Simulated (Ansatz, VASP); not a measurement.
# Two plane-wave programs on TiO2

INCAR

```
PREC = Accurate
ENCUT = 520
EDIFF = 1E-7
ISMEAR = -1
SIGMA = 0.02
LREAL = False
LASPH = True
NELM = 100
ALGO = Normal
ISIF = 2
LWAVE = False
LCHARG = False
GGA = PE
NBANDS = 19
```

The input KPOINTS:

```
Automatic mesh
0
Gamma
  10 10 10
```

File POSCAR:

```
TiO2
1.0
    0.0000000000      2.3968272579      2.3968272579
    2.3249224402      0.0000000000      2.3968272579
    2.3249224402      2.3968272579      0.0000000000
Ti O
1 2
Direct
    0.0000000000      0.0000000000      0.0000000000
    0.2500000000      0.2500000000      0.2500000000
    0.7500000000      0.7500000000      0.7500000000
```

Input for Ansatz:

```yaml
crystal:
  lattice:
    - [0.0, 2.3968272579, 2.3968272579]
    - [2.3249224402, 0.0, 2.3968272579]
    - [2.3249224402, 2.3968272579, 0.0]
  atoms:
    - { symbol: Ti, position: [0.0, 0.0, 0.0] }
    - { symbol: O, position: [0.25, 0.25, 0.25] }
    - { symbol: O, position: [0.75, 0.75, 0.75] }
kpoints:
  mp_grid: { grid: [10, 10, 10] }
  band_path:
    path:
      - [0.0, 0.0, 0.0]
      - [0.5, 0.0, 0.5]
      - [0.625, 0.25, 0.625]
      - [0.375, 0.375, 0.75]
      - [0.5, 0.5, 0.5]
      - [0.5, 0.25, 0.75]
      - [0.0, 0.5, 0.5]
    npoints: 1
hamiltonian:
  xc: pbe
scf:
  occupations: { method: fermi_dirac, width: 0.02 }
  n_extra_bands: 4
output:
  forces: true
  stress: true
  eigenvalues: true
```

Change from the starting cell: uniaxial_x strain -3.0%.

Alike in both runs: task single point; functional PBE; k mesh 10 × 10 × 10; occupations fermi-dirac, width 0.02 eV; no spin polarisation.

```csv
,VASP,Ansatz
version,VASP 6.6.1,Ansatz 0.2.0
potentials or method,"VASP PAW PBE potentials, release 64 (Ti_sv, O)","plane waves, PAW"
plane-wave cutoff (eV),520,420
valence electrons in the cell,24,24
```

|  | VASP | Ansatz | Ansatz less VASP |
| --- | --- | --- | --- |
| gap on the k mesh at the Fermi level (eV) | 0.82 | 0.83 | +0.018 |
| pressure (GPa) | 15.8 | 14.9 | -0.94 |
| traceless stress, the component that is largest in VASP (GPa) | 11.47 | 11.54 | +0.074 |
